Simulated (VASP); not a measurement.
# Mg3TiN3 in VASP: notebook

Mg3TiN3 is run at these levels: PBE, r2SCAN; tasks: single point, relaxation of cell and atoms.

Program: VASP 6.6.1. These are calculated values, not measurements. Logs are shortened: lines on timing, memory, paths and dates and some standing lists are left out, and cuts for length are marked.

## 1. The cell of the first run

It takes space group R3m (No. 160, trigonal). Conventional cell: a = 6.116 Å, b = 6.116 Å, c = 7.508 Å, α = 90.00°, β = 90.00°, γ = 120.00°. Within 2.8 Å of Mg (site symmetry m) lie 4 N at 2.14 to 2.19 Å. Within 2.6 Å of Ti (site symmetry 3m) lie 6 N at 2.00 to 2.34 Å. N (site symmetry m) has 2 Ti at 2.00 to 2.34 Å and 4 Mg at 2.14 to 2.19 Å within 2.6 Å.

## 2. Single point, PBE

Contents of INCAR:

```
SYSTEM = Mg3TiN3
PREC     = Accurate       ! precision mode
ENCUT    = 520            ! plane-wave cutoff, eV
EDIFF    = 1E-6           ! SCF threshold, eV
ISMEAR   = 0              ! smearing method
SIGMA    = 0.1            ! smearing width, eV
LREAL    = .False.        ! projectors in reciprocal space
LASPH    = .True.         ! aspherical terms in the spheres
NELM     = 60             ! most SCF steps
ALGO     = Normal         ! electronic algorithm
ISIF     = 2              ! what is computed and relaxed
LWAVE    = .False.        ! write WAVECAR
LCHARG   = .False.        ! write CHGCAR
GGA      = PE             ! functional
NBANDS   = 26             ! bands
```

Contents of KPOINTS:

```
regular mesh
0
Gamma
  6 6 6
  0 0 0
```

Contents of POSCAR:

```
Mg3TiN3
1.0
    3.0578158474      1.7654308026      2.5028098887
   -3.0578158474      1.7654308026      2.5028098887
    0.0000000000     -3.5308616052      2.5028098887
Mg Ti N
3 1 3
Direct
    0.5015583004      0.9967231874      0.5015583004
    0.9967231874      0.5015583004      0.5015583004
    0.5015583004      0.5015583004      0.9967231874
    0.0234807710      0.0234807710      0.0234807710
    0.9964211574      0.4839119368      0.9964211574
    0.4839119368      0.9964211574      0.9964211574
    0.9964211574      0.9964211574      0.4839119368
```

Potentials or basis: VASP PAW PBE potentials, release 64 (Mg, Ti_sv, N).

The run is started by

```
$ cat potpaw_PBE.64/Mg/POTCAR potpaw_PBE.64/Ti_sv/POTCAR potpaw_PBE.64/N/POTCAR > POTCAR
$ mpirun -np 1 vasp_std > vasp.out
```

OUTCAR:

```text
SYSTEM = Mg3TiN3
   PREC = Accurate
   ENCUT = 520
   EDIFF = 1E-6
   ISMEAR = 0
   LREAL = .False.
   LASPH = .True.
   NELM = 60
   ISIF = 2
   GGA = PE

 ion  position               nearest neighbor table
   1  0.502  0.997  0.502-   6 2.14   7 2.14   6 2.19   7 2.19   4 2.93   3 3.03   2 3.03   2 3.06
                             2 3.06   3 3.06   3 3.06   4 3.06   4 3.06   3 3.09   2 3.09   4 3.20
   2  0.997  0.502  0.502-   5 2.14   7 2.14   5 2.19   7 2.19   4 2.93   3 3.03   1 3.03   1 3.06
                             1 3.06   3 3.06   3 3.06   4 3.06   4 3.06   3 3.09   1 3.09   4 3.20
   3  0.502  0.502  0.997-   5 2.14   6 2.14   6 2.19   5 2.19   4 2.93   2 3.03   1 3.03   2 3.06
                             1 3.06   2 3.06   1 3.06   4 3.06   4 3.06   1 3.09   2 3.09   4 3.20
   4  0.023  0.023  0.023-   7 2.00   6 2.00   5 2.00   7 2.34   5 2.34   6 2.34   3 2.93   2 2.93
                             1 2.93   1 3.06   2 3.06   2 3.06   1 3.06   3 3.06   3 3.06   3 3.20
   5  0.996  0.484  0.996-   4 2.00   2 2.14   3 2.14   2 2.19   3 2.19   4 2.34
   6  0.484  0.996  0.996-   4 2.00   1 2.14   3 2.14   1 2.19   3 2.19   4 2.34
   7  0.996  0.996  0.484-   4 2.00   2 2.14   1 2.14   2 2.19   1 2.19   4 2.34

  LATTYP: Found a trigonal (rhomboedric) cell.
 ALAT       =     4.3279372702
 COS(alpha) =     0.0016318101

  Lattice vectors:

 A1 = (   3.0578158474,   1.7654308026,   2.5028098887)
 A2 = (  -3.0578158474,   1.7654308026,   2.5028098887)
 A3 = (   0.0000000000,  -3.5308616052,   2.5028098887)

Analysis of symmetry for initial positions (statically):
=====================================================================
 Subroutine PRICEL returns:
 Original cell was already a primitive cell.

 Routine SETGRP: Setting up the symmetry group for a
 trigonal (rhombohedral) supercell.

 Subroutine GETGRP returns: Found  6 space group operations
 (whereof  6 operations were pure point group operations)
 out of a pool of 12 trial point group operations.

The static configuration has the point symmetry C_3v.

Analysis of symmetry for dynamics (positions and initial velocities):
=====================================================================
 Subroutine PRICEL returns:
 Original cell was already a primitive cell.

 Routine SETGRP: Setting up the symmetry group for a
 trigonal (rhombohedral) supercell.

 Subroutine GETGRP returns: Found  6 space group operations
 (whereof  6 operations were pure point group operations)
 out of a pool of 12 trial point group operations.

The dynamic configuration has the point symmetry C_3v.

 Subroutine INISYM returns: Found  6 space group operations
 (whereof  6 operations are pure point group operations),
 and found     1 'primitive' translations

----------------------------------------------------------------------------------------

                                     Primitive cell

  volume of cell :      81.0664

  direct lattice vectors                    reciprocal lattice vectors
     3.057815847  1.765430803  2.502809889     0.163515406  0.094405664  0.133183641
    -3.057815847  1.765430803  2.502809889    -0.163515406  0.094405664  0.133183641
     0.000000000 -3.530861605  2.502809889     0.000000000 -0.188811327  0.133183641

  length of vectors
     4.327937270  4.327937270  4.327937270     0.231057568  0.231057568  0.231057568

  position of ions in fractional coordinates (direct lattice)
     0.501558300  0.996723187  0.501558300
     0.996723187  0.501558300  0.501558300
     0.501558300  0.501558300  0.996723187
     0.023480771  0.023480771  0.023480771
     0.996421157  0.483911937  0.996421157
     0.483911937  0.996421157  0.996421157
     0.996421157  0.996421157  0.483911937

  ion indices of the primitive-cell ions
   primitive index   ion index
                 1           1
                 2           2
                 3           3
                 4           4
                 5           5
                 6           6
                 7           7

----------------------------------------------------------------------------------------

 KPOINTS: regular mesh

Automatic generation of k-mesh.
 Grid dimensions read from file:
 generate k-points for:    6    6    6

 Generating k-lattice:

  Cartesian coordinates                     Fractional coordinates (reciprocal lattice)
     0.027252568  0.015734277  0.022197273     0.166666667  0.000000000  0.000000000
    -0.027252568  0.015734277  0.022197273     0.000000000  0.166666667  0.000000000
     0.000000000 -0.031468555  0.022197273     0.000000000  0.000000000  0.166666667

  Length of vectors
     0.038509595  0.038509595  0.038509595

  Shift w.r.t. Gamma in fractional coordinates (k-lattice)
     0.000000000  0.000000000  0.000000000

 Subroutine IBZKPT returns following result:
 ===========================================

 Found     32 irreducible k-points:

 Following reciprocal coordinates:
            Coordinates               Weight
  0.000000  0.000000  0.000000      1.000000
  0.166667  0.000000  0.000000      6.000000
  0.333333  0.000000  0.000000      6.000000
  0.500000  0.000000  0.000000      3.000000
  0.166667  0.166667  0.000000      6.000000
  0.333333  0.166667  0.000000     12.000000
[... 16 lines left out ...]
  0.500000  0.500000  0.166667      6.000000
 -0.333333  0.500000  0.166667     12.000000
 [... further k-points ...]
   k-points           NKPTS =     32   k-points in BZ     NKDIM =     32   number of bands    NBANDS=     26
   number of dos      NEDOS =    301   number of ions     NIONS =      7
   total plane-waves  NPLWV =  32768
   dimension x,y,z NGX =    32 NGY =   32 NGZ =   32
   dimension x,y,z NGXF=    64 NGYF=   64 NGZF=   64
   ions per type =               3   1   3
   NGX,Y,Z   is equivalent  to a cutoff of  12.29, 12.29, 12.29 a.u.
   NGXF,Y,Z  is equivalent  to a cutoff of  24.58, 24.58, 24.58 a.u.
 SYSTEM =  Mg3TiN3
   PREC   = accura    normal or accurate (medium, high low for compatibility)
   ISTART =      0    job   : 0-new  1-cont  2-samecut
   ICHARG =      2    charge: 1-file 2-atom 10-const
   ISPIN  =      1    spin polarized calculation?
   LNONCOLLINEAR =      F non collinear calculations
   LSORBIT =      F    spin-orbit coupling
   LASPH  =      T    aspherical Exc in radial PAW
   ENCUT  =  520.0 eV  38.22 Ry    6.18 a.u.   8.05  8.05  8.05*2*pi/ulx,y,z
   NELM   =     60;   NELMIN=  2; NELMDL= -5     # of ELM steps
   EDIFF  = 0.1E-05   stopping-criterion for ELM
   LREAL  =      F    real-space projection
   EDIFFG = 0.1E-04   stopping-criterion for IOM
   NSW    =      0    number of steps for IOM
   IBRION =     -1    ionic relax: 0-MD 1-quasi-New 2-CG
   NFREE  =      0    steps in history (QN), initial steepest desc. (CG)
   ISIF   =      2    stress and relaxation
   ISYM   =      2    0-nonsym 1-usesym 2-fastsym
   POTIM  = 0.5000    time-step for ionic-motion
   TEBEG  =    0.0;   TEEND  =   0.0 temperature during run
   PSTRESS=    0.0 pullay stress
   NELECT =      33.0000    total number of electrons
   NUPDOWN=      -1.0000    fix difference up-down
   EMIN   =  10.00;   EMAX   =-10.00  energy-range for DOS
   EFERMI =   0.00;   METHOD = LEGACY
   ISMEAR =     0;   SIGMA  =   0.10  broadening in eV -4-tet -1-fermi 0-gaus
   EFERMI_NEDOS =   21; number of points for ismear=-14 and -15
   IALGO  =     38    algorithm
   IMIX   =      4    mixing-type and parameters
     AMIX     =   0.40;   BMIX     =  1.00
     AMIX_MAG =   1.60;   BMIX_MAG =  1.00
  volume/ion in A,a.u.               =      11.58        78.15
  Fermi-wavevector in a.u.,A,eV,Ry     =   1.213293  2.292792 20.028870  1.472080
  Thomas-Fermi vector in A             =   2.348750
   LORBIT       =      0    0 simple, 1 ext, 2 COOP (PROOUT), +10 PAW based schemes
   GGA     = PE    functional components
   LHFCALC =     F    Hartree Fock is set to
   AEXX    =    0.0000 exact exchange contribution
   IVDW    =     0    specifies the selected vdW correction
   LEPSILON=     F    determine dielectric tensor
   LRPA    =     F    only Hartree local field effects (RPA)
 non-spin polarized calculation
 Gauss-broadening in eV      SIGMA  =   0.10
  energy-cutoff  :      520.00
  volume of cell :       81.07
 maximum number of plane-waves:      2224
   NGX = 17   NGY = 17   NGZ = 17

 number of electron      32.9999988 magnetization

 Free energy of the ion-electron system (eV)
  ---------------------------------------------------
  ext. energy  EPLUGINS =         0.00000000
  ---------------------------------------------------
  free energy    TOTEN  =       -43.47709812 eV

  energy without entropy =      -43.46913992  energy(sigma->0) =      -43.47311902

 E-fermi :   5.8430     XC(G=0): -10.7998

 val. band max:        5.7922480615   @ k =  -0.3333   0.3333   0.1667
 cond. band min:       5.8586485745   @ k =   0.3333   0.1667   0.1667
 fundamental gap:      0.0664005130
 Fermi energy:         5.8429928106

 k-point     1 :       0.0000    0.0000    0.0000
  band No.  band energies     occupation
      1     -51.8633      2.00000
      2     -28.1201      2.00000
      3     -28.0956      2.00000
      4     -28.0956      2.00000
      5      -9.2738      2.00000
      6      -7.6416      2.00000
[... 18 lines left out ...]
     25      12.6387      0.00000
     26      12.9789      0.00000

 k-point     2 :       0.1667    0.0000    0.0000
  band No.  band energies     occupation
      1     -51.8633      2.00000
      2     -28.1213      2.00000
      3     -28.0977      2.00000
      4     -28.0954      2.00000
      5      -9.1565      2.00000
      6      -7.6771      2.00000
[... 18 lines left out ...]
     25      11.9573      0.00000
     26      13.4503      0.00000

 k-point     3 :       0.3333    0.0000    0.0000
  band No.  band energies     occupation
      1     -51.8631      2.00000
      2     -28.1242      2.00000
      3     -28.1010      2.00000
      4     -28.0951      2.00000
      5      -8.8725      2.00000
      6      -7.7977      2.00000
[... 572 lines left out ...]
 k-point    23 :       0.5000    0.5000    0.1667
  band No.  band energies     occupation
      1     -51.8628      2.00000
      2     -28.1295      2.00000
      3     -28.1077      2.00000
      4     -28.1001      2.00000
      5      -7.9683      2.00000
      6      -7.7341      2.00000
[... 18 lines left out ...]
     25      11.7016      0.00000
     26      13.7540      0.00000

 k-point    24 :      -0.3333    0.5000    0.1667
  band No.  band energies     occupation
      1     -51.8628      2.00000
      2     -28.1285      2.00000
      3     -28.1062      2.00000
      4     -28.0999      2.00000
      5      -8.1798      2.00000
      6      -7.7707      2.00000
[... 18 lines left out ...]
     25      11.2988      0.00000
     26      14.1573      0.00000

 [... further k-points ...]
[... 5 lines left out ...]
  --------------------------------------------------------------------------------------
  -------------------------------------------------------------------------------------
  Total       -0.1344636     -0.1344636     -0.1508292     -0.0000000      0.0000000      0.0000000
  in kB       -2.6575057     -2.6575057     -2.9809513     -0.0000000      0.0000000      0.0000000
  external PRESSURE =      -2.7653209 kB  Pullay stress =       0.0000000 kB

 VOLUME and BASIS-vectors are now :
 -----------------------------------------------------------------------------
  energy-cutoff  :      520.00
  volume of cell :       81.07
      direct lattice vectors                 reciprocal lattice vectors
     3.057815847  1.765430803  2.502809889     0.163515406  0.094405664  0.133183641
    -3.057815847  1.765430803  2.502809889    -0.163515406  0.094405664  0.133183641
     0.000000000 -3.530861605  2.502809889     0.000000000 -0.188811327  0.133183641

 POSITION                                       TOTAL-FORCE (eV/Angst)
 -----------------------------------------------------------------------------------
     -1.51412      0.87418      5.00522        -0.001118      0.000645     -0.002704
      1.51412      0.87418      5.00522         0.001118      0.000645     -0.002704
      0.00000     -1.74836      5.00522        -0.000000     -0.001291     -0.002704
      0.00000      0.00000      0.17630        -0.000000      0.000000     -0.028093
      1.56716     -0.90480      6.19885        -0.016495      0.009523      0.012069
     -1.56716     -0.90480      6.19885         0.016495      0.009523      0.012069
      0.00000      1.80960      6.19885        -0.000000     -0.019047      0.012069
 -----------------------------------------------------------------------------------
    total drift:                               -0.000000     -0.000001      0.001010

  FREE ENERGIE OF THE ION-ELECTRON SYSTEM (eV)
  ---------------------------------------------------
  free  energy   TOTEN  =       -43.4770981228 eV

  energy  without entropy=      -43.4691399207  energy(sigma->0) =      -43.47311902
```

Wall time 48 s (1 thread of Intel Xeon 6975P-C, shared host); peak memory 0.21 GiB.

Results:

| Quantity | Value |
| --- | --- |
| Free energy | -43.4771 eV |
| Pressure | -0.3 GPa |
| Largest force | 0.028 eV/Å |

Forces on the atoms (eV/Å):
```
Mg  -0.001  0.001 -0.003
Mg   0.001  0.001 -0.003
Mg   0.000 -0.001 -0.003
Ti   0.000  0.000 -0.028
N   -0.016  0.010  0.012
N    0.016  0.010  0.012
N    0.000 -0.019  0.012
```

## 3. Single point, r2SCAN

POSCAR is that of step 2.

Contents of INCAR.step1:

```
  PREC = Accurate
  ENCUT = 520
  ISMEAR = 0
  SIGMA = 0.1
  LREAL = False
  LASPH = True
  NELM = 100
  NBANDS = 26
  GGA = PE
  ALGO = Normal
  EDIFF = 1E-4
  LWAVE = True
  LCHARG = False
```

Contents of INCAR.step2:

```
  PREC = Accurate
  ENCUT = 520
  EDIFF = 1E-6
  ISMEAR = 0
  SIGMA = 0.1
  LREAL = False
  LASPH = True
  NELM = 100
  ALGO = Normal
  ISIF = 2
  LWAVE = False
  LCHARG = False
  METAGGA = R2SCAN
  LMIXTAU = True
  NBANDS = 26
  ISTART = 1
```

Contents of KPOINTS:

```
Automatic mesh
0
Gamma
  6 6 6
```

Potentials or basis: VASP PAW PBE potentials, release 64 (Mg, Ti_sv, N).

The run is started by

```
$ cat potpaw_PBE.64/Mg/POTCAR potpaw_PBE.64/Ti_sv/POTCAR potpaw_PBE.64/N/POTCAR > POTCAR
$ cp INCAR.step1 INCAR
$ mpirun -np 1 vasp_std > vasp.out
$ cp INCAR.step2 INCAR
$ mpirun -np 1 vasp_std > vasp.out
```

It took 2.2 min on 1 thread of Intel Xeon 6975P-C, shared host; peak memory 0.23 GiB.

It converged, with:

```
Free energy   : -60.3102 eV
Pressure      : -3.4 GPa
Largest force : 0.036 eV/Å
```

Forces on the atoms (eV/Å):
```
Mg   0.001 -0.001 -0.003
Mg  -0.001 -0.001 -0.003
Mg   0.000  0.001 -0.003
Ti   0.000  0.000 -0.036
N    0.011 -0.006  0.015
N   -0.011 -0.006  0.015
N    0.000  0.012  0.015
```

Stress tensor (GPa, compression positive):
```
-3.48  0.00  0.00
 0.00 -3.48  0.00
 0.00  0.00 -3.30
```

Levels at points of the mesh, in eV from the Fermi level:
| k point | band 15 | band 16 | band 17 | band 18 | band 19 | band 20 |
| --- | --- | --- | --- | --- | --- | --- |
| (0.00, 0.00, 0.00) | -1.56 | -1.56 | -1.56 | 0.78 | 0.78 | 0.99 |
| (0.50, 0.00, 0.00) | -1.87 | -1.69 | 0.93 | 0.96 | 2.12 | 2.23 |
| (0.50, 0.50, 0.00) | -2.66 | -1.45 | 0.18 | 2.08 | 2.18 | 2.63 |
| (0.50, 0.50, 0.50) | -1.45 | -1.45 | -1.43 | 2.31 | 2.40 | 2.40 |

Caveat: the PAW data sets were made with another functional, which shifts forces and pressure a little.

## 4. Single point, PBE

Contents of INCAR:

```
ALGO = Normal ; EDIFF = 1E-7
ENCUT = 520 ; GGA = PE
ISIF = 2 ; ISMEAR = 0
LASPH = T ; LCHARG = T
LELF = T ; LREAL = F
LVHAR = T ; LWAVE = F
NBANDS = 26 ; NELM = 100
PREC = Accurate ; SIGMA = 0.2
```

Contents of KPOINTS:

```
k-points
0
Gamma
  6 6 6
```

Contents of POSCAR:

```
Mg3TiN3
1.0
    4.3288898637      0.0030130082     -0.0034300543
    0.0030034353      4.3297762467     -0.0045221127
   -0.0032613547     -0.0042426087      4.3263973217
Mg Ti N
3 1 3
Direct
   -0.0032079876      0.5015939305      0.4985389740
    0.5015999778     -0.0032030956      0.4984938945
    0.5015088206      0.5015469706      1.0032749196
    0.0234169914      0.0234874201     -0.0234833994
    0.4838186647     -0.0036153459      1.0035836509
    0.9963755483      0.4837448652      0.0036358306
   -0.0035120151     -0.0035547447      0.5159561299
```

The run is started by

```
$ cat potpaw_PBE.64/Mg/POTCAR potpaw_PBE.64/Ti_sv/POTCAR potpaw_PBE.64/N/POTCAR > POTCAR
$ mpirun -np 1 vasp_std > vasp.out
```

It took 2.8 min on 1 thread of Intel Xeon 6975P-C, shared host; peak memory 0.34 GiB.

The run converged. Its results:

```
Free energy   : -43.4902 eV
Pressure      : -0.2 GPa
Largest force : 0.031 eV/Å
```

Forces on the atoms (eV/Å):
```
Mg  -0.001 -0.003  0.001
Mg  -0.002 -0.001  0.000
Mg  -0.002 -0.002  0.001
Ti  -0.016 -0.014  0.022
N    0.023  0.000 -0.002
N    0.001  0.023 -0.004
N   -0.004 -0.003 -0.018
```

Stress tensor (GPa, compression positive):
```
-0.22  0.01  0.01
 0.01 -0.24  0.07
 0.01  0.07 -0.14
```

Levels at points of the mesh, in eV from the Fermi level:
```
           k point  band 13  band 14  band 15  band 16  band 17  band 18  band 19  band 20
(0.00, 0.00, 0.00)    -2.25    -1.93    -1.43    -1.35    -1.35     0.64     0.64     0.87
(0.50, 0.00, 0.00)    -3.77    -2.84    -1.69    -1.47     0.82     0.93     1.97     2.08
(0.00, 0.50, 0.00)    -3.77    -2.84    -1.68    -1.47     0.82     0.93     1.97     2.08
(0.50, 0.50, 0.00)    -3.41    -3.31    -2.42    -1.26     0.19     1.94     2.02     2.45
(0.00, 0.00, 0.50)    -3.77    -2.84    -1.69    -1.47     0.83     0.93     1.98     2.08
(0.50, 0.00, 0.50)    -3.41    -3.31    -2.42    -1.26     0.19     1.94     2.02     2.45
(0.00, 0.50, 0.50)    -3.42    -3.31    -2.42    -1.26     0.19     1.94     2.02     2.45
(0.50, 0.50, 0.50)    -3.75    -1.80    -1.26    -1.26    -1.25     2.15     2.22     2.22
```

(Continued in part 2 of 2.)
